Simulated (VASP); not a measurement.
# Ga2O3 (C2/m) in VASP: single point with PBE

Aim: the single point of Ga2O3 with PBE.

All numbers are computed with VASP 6.6.1; they aren't measurements. Logs are shortened: lines on timing, memory, paths and dates and some standing lists are left out, and cuts for length are marked.

### Step 1. The cell of the first run

The structure is monoclinic, space group C2/m (No. 12). Conventional cell: a = 12.255 Å, b = 3.039 Å, c = 5.808 Å, α = 90.00°, β = 103.81°, γ = 90.00°. Within 2.4 Å of Ga (site symmetry m) lie 4 O at 1.83 to 1.87 Å. Ga (site symmetry m) has 6 O at 1.94 to 2.08 Å within 2.6 Å. O (site symmetry m) has 3 Ga at 1.83 to 1.94 Å within 2.4 Å. O (site symmetry m) has 4 Ga at 1.87 to 2.08 Å within 2.5 Å. O (site symmetry m) has 3 Ga at 1.84 to 1.94 Å within 2.4 Å.

### Step 2. Single point, PBE

INCAR

```
SYSTEM = Ga2O3
PREC = Accurate
ENCUT = 520
EDIFF = 1E-7
ISMEAR = -1
SIGMA = 0.02
LREAL = .False.
LASPH = .True.
NELM = 100
ALGO = Normal
ISIF = 2
LWAVE = .False.
LCHARG = .False.
GGA = PE
NBANDS = 55
```

KPOINTS

```
Automatic mesh
0
Gamma
  8 8 4
  0 0 0
```

POSCAR

```
Ga2O3
1.0
    6.1273162769     -1.5195702949      0.0024226248
    6.1273162769      1.5195702949      0.0024226248
   -1.3883630900      0.0000000000      5.6399861766
Ga O
4 6
Direct
    0.0905077042      0.0905077042      0.7947690574
    0.9094922958      0.9094922958      0.2052309426
    0.6587425296      0.6587425296      0.3144411419
    0.3412574704      0.3412574704      0.6855588581
    0.1642078127      0.1642078127      0.1091294885
    0.8357921873      0.8357921873      0.8908705115
    0.1733453343      0.1733453343      0.5635363168
    0.8266546657      0.8266546657      0.4364636832
    0.4962966924      0.4962966924      0.2562516319
    0.5037033076      0.5037033076      0.7437483681
```

Potentials or basis: VASP PAW PBE potentials, release 64 (Ga_d, O).

On the command line:

```sh
cat potpaw_PBE.64/Ga_d/POTCAR potpaw_PBE.64/O/POTCAR > POTCAR
mpirun -np 1 vasp_std > vasp.out
```

OUTCAR:

```text
SYSTEM = Ga2O3
   PREC = Accurate
   ENCUT = 520
   EDIFF = 1E-7
   ISMEAR = -1
   LREAL = .False.
   LASPH = .True.
   NELM = 100
   ISIF = 2
   GGA = PE

 ion  position               nearest neighbor table
   1  0.091  0.091  0.795-   5 1.83  10 1.84  10 1.84   7 1.87
   2  0.909  0.909  0.205-   6 1.83   9 1.84   9 1.84   8 1.87
   3  0.659  0.659  0.314-   9 1.94   5 1.94   5 1.94   8 2.01   7 2.08   7 2.08
   4  0.341  0.341  0.686-  10 1.94   6 1.94   6 1.94   7 2.01   8 2.08   8 2.08
   5  0.164  0.164  0.109-   1 1.83   3 1.94   3 1.94
   6  0.836  0.836  0.891-   2 1.83   4 1.94   4 1.94
   7  0.173  0.173  0.564-   1 1.87   4 2.01   3 2.08   3 2.08
   8  0.827  0.827  0.436-   2 1.87   3 2.01   4 2.08   4 2.08
   9  0.496  0.496  0.256-   2 1.84   2 1.84   3 1.94
  10  0.504  0.504  0.744-   1 1.84   1 1.84   4 1.94

  LATTYP: Found a base centered monoclinic cell.
 ALAT       =    12.2546335117
 B/A-ratio  =     0.2479993047
 C/A-ratio  =     0.4739722091
 COS(beta)  =    -0.2386446536

  Lattice vectors:

 A1 = (   6.1273162769,  -1.5195702949,   0.0024226248)
 A2 = (   6.1273162769,   1.5195702949,   0.0024226248)
 A3 = (  -1.3883630900,   0.0000000000,   5.6399861766)

Analysis of symmetry for initial positions (statically):
=====================================================================
 Subroutine PRICEL returns:
 Original cell was already a primitive cell.

 Routine SETGRP: Setting up the symmetry group for a
 base centered monoclinic supercell.

 Subroutine GETGRP returns: Found  4 space group operations
 (whereof  4 operations were pure point group operations)
 out of a pool of  4 trial point group operations.

The static configuration has the point symmetry C_2h.

Analysis of symmetry for dynamics (positions and initial velocities):
=====================================================================
 Subroutine PRICEL returns:
 Original cell was already a primitive cell.

 Routine SETGRP: Setting up the symmetry group for a
 base centered monoclinic supercell.

 Subroutine GETGRP returns: Found  4 space group operations
 (whereof  4 operations were pure point group operations)
 out of a pool of  4 trial point group operations.

The dynamic configuration has the point symmetry C_2h.

 Subroutine INISYM returns: Found  4 space group operations
 (whereof  4 operations are pure point group operations),
 and found     1 'primitive' translations

----------------------------------------------------------------------------------------

                                     Primitive cell

  volume of cell :     105.0368

  direct lattice vectors                    reciprocal lattice vectors
     6.127316277 -1.519570295  0.002422625     0.081593852 -0.329040388  0.020085491
     6.127316277  1.519570295  0.002422625     0.081593852  0.329040388  0.020085491
    -1.388363090  0.000000000  5.639986177    -0.000070096  0.000000000  0.177288144

  length of vectors
     6.312931530  6.312931530  5.808355718     0.339600590  0.339600590  0.177288158

  position of ions in fractional coordinates (direct lattice)
     0.090507704  0.090507704  0.794769057
     0.909492296  0.909492296  0.205230943
     0.658742530  0.658742530  0.314441142
     0.341257470  0.341257470  0.685558858
     0.164207813  0.164207813  0.109129489
     0.835792187  0.835792187  0.890870511
     0.173345334  0.173345334  0.563536317
     0.826654666  0.826654666  0.436463683
     0.496296692  0.496296692  0.256251632
     0.503703308  0.503703308  0.743748368

  ion indices of the primitive-cell ions
   primitive index   ion index
                 1           1
                 2           2
                 3           3
                 4           4
                 5           5
                 6           6
                 7           7
                 8           8
                 9           9
                10          10

----------------------------------------------------------------------------------------

 KPOINTS: Automatic mesh

Automatic generation of k-mesh.
 Grid dimensions read from file:
 generate k-points for:    8    8    4

 Generating k-lattice:

  Cartesian coordinates                     Fractional coordinates (reciprocal lattice)
     0.010199232 -0.041130049  0.002510686     0.125000000  0.000000000  0.000000000
     0.010199232  0.041130049  0.002510686     0.000000000  0.125000000  0.000000000
    -0.000017524  0.000000000  0.044322036     0.000000000  0.000000000  0.250000000

  Length of vectors
     0.042450074  0.042450074  0.044322039

  Shift w.r.t. Gamma in fractional coordinates (k-lattice)
     0.000000000  0.000000000  0.000000000

 Subroutine IBZKPT returns following result:
 ===========================================

 Found     78 irreducible k-points:

 Following reciprocal coordinates:
            Coordinates               Weight
  0.000000  0.000000  0.000000      1.000000
  0.125000 -0.000000 -0.000000      4.000000
  0.250000 -0.000000 -0.000000      4.000000
  0.375000 -0.000000  0.000000      4.000000
  0.500000 -0.000000 -0.000000      2.000000
  0.125000  0.125000 -0.000000      2.000000
[... 16 lines left out ...]
  0.125000 -0.000000  0.250000      4.000000
  0.250000 -0.000000  0.250000      4.000000
 [... further k-points ...]
   k-points           NKPTS =     78   k-points in BZ     NKDIM =     78   number of bands    NBANDS=     55
   number of dos      NEDOS =    301   number of ions     NIONS =     10
   total plane-waves  NPLWV = 110592
   dimension x,y,z NGX =    48 NGY =   48 NGZ =   48
   dimension x,y,z NGXF=    96 NGYF=   96 NGZF=   96
   ions per type =               4   6
   NGX,Y,Z   is equivalent  to a cutoff of  12.64, 12.64, 13.74 a.u.
   NGXF,Y,Z  is equivalent  to a cutoff of  25.28, 25.28, 27.48 a.u.
 SYSTEM =  Ga2O3
   PREC   = accura    normal or accurate (medium, high low for compatibility)
   ISTART =      0    job   : 0-new  1-cont  2-samecut
   ICHARG =      2    charge: 1-file 2-atom 10-const
   ISPIN  =      1    spin polarized calculation?
   LNONCOLLINEAR =      F non collinear calculations
   LSORBIT =      F    spin-orbit coupling
   LASPH  =      T    aspherical Exc in radial PAW
   ENCUT  =  520.0 eV  38.22 Ry    6.18 a.u.  11.74 11.74 10.80*2*pi/ulx,y,z
   NELM   =    100;   NELMIN=  2; NELMDL= -5     # of ELM steps
   EDIFF  = 0.1E-06   stopping-criterion for ELM
   LREAL  =      F    real-space projection
   EDIFFG = 0.1E-05   stopping-criterion for IOM
   NSW    =      0    number of steps for IOM
   IBRION =     -1    ionic relax: 0-MD 1-quasi-New 2-CG
   NFREE  =      0    steps in history (QN), initial steepest desc. (CG)
   ISIF   =      2    stress and relaxation
   ISYM   =      2    0-nonsym 1-usesym 2-fastsym
   POTIM  = 0.5000    time-step for ionic-motion
   TEBEG  =    0.0;   TEEND  =   0.0 temperature during run
   PSTRESS=    0.0 pullay stress
   NELECT =      88.0000    total number of electrons
   NUPDOWN=      -1.0000    fix difference up-down
   EMIN   =  10.00;   EMAX   =-10.00  energy-range for DOS
   EFERMI =   0.00;   METHOD = LEGACY
   ISMEAR =    -1;   SIGMA  =   0.02  broadening in eV -4-tet -1-fermi 0-gaus
   EFERMI_NEDOS =   21; number of points for ismear=-14 and -15
   IALGO  =     38    algorithm
   IMIX   =      4    mixing-type and parameters
     AMIX     =   0.40;   BMIX     =  1.00
     AMIX_MAG =   1.60;   BMIX_MAG =  1.00
  volume/ion in A,a.u.               =      10.50        70.88
  Fermi-wavevector in a.u.,A,eV,Ry     =   1.543317  2.916447 32.406746  2.381829
  Thomas-Fermi vector in A             =   2.648997
   LORBIT       =      0    0 simple, 1 ext, 2 COOP (PROOUT), +10 PAW based schemes
   GGA     = PE    functional components
   LHFCALC =     F    Hartree Fock is set to
   AEXX    =    0.0000 exact exchange contribution
   IVDW    =     0    specifies the selected vdW correction
   LEPSILON=     F    determine dielectric tensor
   LRPA    =     F    only Hartree local field effects (RPA)
 non-spin polarized calculation
  energy-cutoff  :      520.00
  volume of cell :      105.04
 maximum number of plane-waves:      2850
   NGX = 23   NGY = 23   NGZ = 21

 number of electron      88.0000019 magnetization

 Free energy of the ion-electron system (eV)
  ---------------------------------------------------
  ext. energy  EPLUGINS =         0.00000000
  ---------------------------------------------------
  free energy    TOTEN  =       -59.54105408 eV

  energy without entropy =      -59.54105408  energy(sigma->0) =      -59.54105408

 E-fermi :   4.3584     XC(G=0): -11.6106

 val. band max:        3.8463571196   @ k =   0.5000   0.3750   0.5000
 cond. band min:       6.2074762402   @ k =   0.0000   0.0000   0.0000
 fundamental gap:      2.3611191206
 Fermi energy:         4.3584100505

 k-point     1 :       0.0000    0.0000    0.0000
  band No.  band energies     occupation
      1     -15.0775      2.00000
      2     -13.9015      2.00000
      3     -13.8801      2.00000
      4     -13.7794      2.00000
      5     -13.3088      2.00000
      6     -13.2907      2.00000
[... 47 lines left out ...]
     54      16.1909      0.00000
     55      16.5134      0.00000

 k-point     2 :       0.1250   -0.0000   -0.0000
  band No.  band energies     occupation
      1     -14.9566      2.00000
      2     -13.8868      2.00000
      3     -13.8539      2.00000
      4     -13.6953      2.00000
      5     -13.3110      2.00000
      6     -13.2908      2.00000
[... 47 lines left out ...]
     54      15.3162      0.00000
     55      15.5243      0.00000
[... 1216 lines left out ...]
     54      15.5366      0.00000
     55      15.9972      0.00000

 k-point    24 :       0.2500   -0.0000    0.2500
  band No.  band energies     occupation
      1     -14.5233      2.00000
      2     -13.9490      2.00000
      3     -13.7882      2.00000
      4     -13.5361      2.00000
      5     -13.3503      2.00000
      6     -13.2669      2.00000
[... 47 lines left out ...]
     54      14.6267      0.00000
     55      15.8943      0.00000

 [... further k-points ...]

------------------------ aborting loop because EDIFF is reached ----------------------------------------

  FORCE on cell =-STRESS in cart. coord.  units (eV):
  Direction    XX          YY          ZZ          XY          YZ          ZX
  --------------------------------------------------------------------------------------
  -------------------------------------------------------------------------------------
  Total        5.6388220      6.2792065      5.6197484      0.0000000      0.0000000      0.1558971
  in kB       86.0117076     95.7798054     85.7207690      0.0000000      0.0000000      2.3779740
  external PRESSURE =      89.1707607 kB  Pullay stress =       0.0000000 kB

 VOLUME and BASIS-vectors are now :
 -----------------------------------------------------------------------------
  energy-cutoff  :      520.00
  volume of cell :      105.04
      direct lattice vectors                 reciprocal lattice vectors
     6.127316277 -1.519570295  0.002422625     0.081593852 -0.329040388  0.020085491
     6.127316277  1.519570295  0.002422625     0.081593852  0.329040388  0.020085491
    -1.388363090  0.000000000  5.639986177    -0.000070096  0.000000000  0.177288144

 POSITION                                       TOTAL-FORCE (eV/Angst)
 -----------------------------------------------------------------------------------
      0.00571      0.00000      4.48293         0.013821      0.000000      0.017020
     10.86056      0.00000      1.16191        -0.013821      0.000000     -0.017020
      7.63609      0.00000      1.77664        -0.041659      0.000000     -0.009317
      3.23018      0.00000      3.86820         0.041659      0.000000      0.009317
      1.86080      0.00000      0.61628         0.228933      0.000000      0.009804
      9.00547      0.00000      5.02855        -0.228933      0.000000     -0.009804
      1.34189      0.00000      3.17918        -0.006827      0.000000     -0.049461
      9.52438      0.00000      2.46565         0.006827      0.000000      0.049461
      5.72616      0.00000      1.44766         0.069373      0.000000      0.066050
      5.14011      0.00000      4.19717        -0.069373      0.000000     -0.066050
 -----------------------------------------------------------------------------------
    total drift:                                0.000000     -0.000000      0.000000

  FREE ENERGIE OF THE ION-ELECTRON SYSTEM (eV)
  ---------------------------------------------------
  free  energy   TOTEN  =       -59.5410540760 eV

  energy  without entropy=      -59.5410540760  energy(sigma->0) =      -59.54105408
```

Run time: 14 min. Hardware: 1 thread of Intel Xeon Platinum 8259CL at 2.50GHz (Skylake/Cascade Lake), shared host; peak memory 0.53 GiB.

Results:

```yaml
Free_energy: -59.5411 eV
Pressure: 8.9 GPa
Largest_force: 0.229 eV/Å
Band_gap_on_the_k_mesh: 2.36 eV (least direct gap 2.38 eV)
```

Forces on the atoms (eV/Å):
```
Ga   0.014  0.000  0.017
Ga  -0.014  0.000 -0.017
Ga  -0.042  0.000 -0.009
Ga   0.042  0.000  0.009
O    0.229  0.000  0.010
O   -0.229  0.000 -0.010
O   -0.007  0.000 -0.049
O    0.007  0.000  0.049
O    0.069  0.000  0.066
O   -0.069  0.000 -0.066
```

Stress tensor (GPa, compression positive):
```
8.60 0.00 0.24
0.00 9.58 0.00
0.24 0.00 8.57
```

Levels at points of the mesh, in eV from the valence-band top:
| k point | band 42 | band 43 | band 44 | band 45 | band 46 | band 47 |
| --- | --- | --- | --- | --- | --- | --- |
| (0.00, 0.00, 0.00) | -0.48 | -0.28 | -0.02 | 2.36 | 5.67 | 6.73 |
| (0.50, 0.00, 0.00) | -0.72 | -0.46 | -0.12 | 5.62 | 6.48 | 7.19 |
| (0.50, 0.50, 0.00) | -0.67 | -0.42 | -0.15 | 4.52 | 4.77 | 5.85 |
| (0.00, 0.00, 0.50) | -0.65 | -0.50 | -0.30 | 4.73 | 4.88 | 6.71 |
| (0.50, 0.00, 0.50) | -1.04 | -0.73 | -0.64 | 6.86 | 6.90 | 7.81 |
| (0.50, 0.50, 0.50) | -0.61 | -0.59 | -0.01 | 5.16 | 5.29 | 6.19 |

Caveat: the cell stands under pressure. A k mesh can miss the band edges.
